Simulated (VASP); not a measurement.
A run of VASP 6.6.1 is set up as follows.

INCAR

```
PREC = Accurate ; ENCUT = 600
EDIFF = 1E-6 ; ISMEAR = -1
SIGMA = 0.15 ; LREAL = False
LASPH = True ; NELM = 80
ALGO = Normal ; ISIF = 3
LWAVE = False ; LCHARG = False
GGA = B5 ; ALDAX = 1.0
AGGAX = 1.0 ; AGGAC = 1.0
ALDAC = 0.0 ; IVDW = 12
VDW_S6 = 1.0 ; VDW_S8 = 2.6996
VDW_A1 = 0.4298 ; VDW_A2 = 4.2359
IBRION = 2 ; NSW = 80
EDIFFG = -0.01
```

Contents of KPOINTS:

```
regular mesh
0
Gamma
  11 11 6
```

Contents of POSCAR:

```
Rh
1.0
    2.7309790000      0.0000000000      0.0000000000
   -1.3654895000      2.3650971912      0.0000000000
    0.0000000000      0.0000000000      4.4284890000
Rh
2
Direct
    0.6666670000      0.3333330000      0.7500000000
    0.3333330000      0.6666670000      0.2500000000
```

Potentials or basis: VASP PAW PBE potentials, release 64 (Rh_pv).

Launch:

```console
$ cat potpaw_PBE.64/Rh_pv/POTCAR > POTCAR
$ mpirun -np 1 vasp_std > vasp.out
```

Problem. Predict the space group after relaxing (to 0.1 Å).

Solution. P6_3/mmc (No. 194).

Problem. Estimate the relaxed cell.

Solution. a = 2.715 Å, b = 2.715 Å, c = 4.374 Å, α = 90.00°, β = 90.00°, γ = 120.00°.

Problem. Estimate the dispersion energy per atom.

Solution. -1.470 eV.

Final structure:
```
Rh
1.0
     2.71478    0.00000    0.00000
    -1.35739    2.35106    0.00000
     0.00000    0.00000    4.37365
Rh
2
Direct
  0.66667 0.33333 0.75000
  0.33333 0.66667 0.25000
```
